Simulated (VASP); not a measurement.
The system is NaHf2.

```
Na Hf
1.0
     5.41505    0.00000    0.00000
    -2.70753    4.68957    0.00000
     0.00000    0.00000    2.81497
Na Hf
1 2
Direct
  0.00000 0.00000 0.00000
  0.33333 0.66667 0.50000
  0.66667 0.33333 0.50000
```

```yaml
Program: VASP 6.6.1
Task: relaxation of cell and atoms
Functional: PBE
Potentials_or_basis: VASP PAW PBE potentials, release 64 (Na_pv, Hf_pv)
Cutoff: 600 eV
k_mesh: 6 × 6 × 6
Occupations: gaussian, width 0.1 eV
Spin: no spin polarisation
```

At the start: pressure 1.1 GPa; volume 23.83 Å³/atom.

Task: How do energy, volume and symmetry change on relaxing?

Result: Over 5 steps the energy falls by 11.1 meV/atom and the volume is 24.09 Å³/atom (+1.1 %); space group P6/mmm (No. 191, to 0.05 Å).

The path:
```tsv
step	energy change (eV)	largest force (eV/Å)	pressure (GPa)	volume (Å³)
1	0.0000	0.0000	1.13	71.48
2	-0.0309	0.0000	-0.74	73.20
3	-0.0318	0.0000	-0.46	72.92
4	-0.0318	0.0000	-0.49	72.95
5	-0.0332	0.0000	-0.03	72.26
```

Final structure:
```xyz
3
Lattice="5.3648 0.0000 0.0000 -2.6824 4.6460 0.0000 0.0000 0.0000 2.8991" Properties=species:S:1:pos:R:3 pbc="T T T"
Na    0.0000    0.0000    2.8991
Hf    0.0000    3.0973    1.4496
Hf    2.6824    1.5487    1.4496
```

Caveat: the k points lie up to 0.36 Å⁻¹ apart in the final cell.
